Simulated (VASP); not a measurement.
Tl:

```
CELL_PARAMETERS angstrom
3.40929 0.00000 0.00000
-1.70465 2.95253 0.00000
0.00000 0.00000 5.45033
ATOMIC_POSITIONS crystal
Tl 0.66667 0.33333 0.75000
Tl 0.33333 0.66667 0.25000
```

Base run:

| Item | Value |
| --- | --- |
| Program | VASP 6.6.1 |
| Functional | PBE |
| Potentials or basis | VASP PAW PBE potentials, release 64 (Tl_d) |
| Cutoff | 520 eV |
| k mesh | 9 × 9 × 5 |
| Occupations | fermi-dirac, width 0.05 eV |
| Spin | no spin polarisation |

Its results: band gap on the k mesh zero (bands 13 and 14 overlap by 3.88 eV); pressure 5.3 GPa.

Problem. The run is repeated on the same cell with these changes: functional from PBE to r2SCAN; further incar settings from ALGO = Normal; EDIFF = 1e-07; NBANDS = 20 to ALGO = Normal; EDIFF = 1e-06; NBANDS = 20. What comes out?

Solution. Band gap on the k mesh zero (bands 13 and 14 overlap by 4.00 eV); pressure 4.0 GPa.

Caveats: the cell stands under pressure; spin-orbit coupling is left out, which moves the levels of the heavy elements; the PAW data sets were made with another functional, which shifts forces and pressure a little (at least some runs).
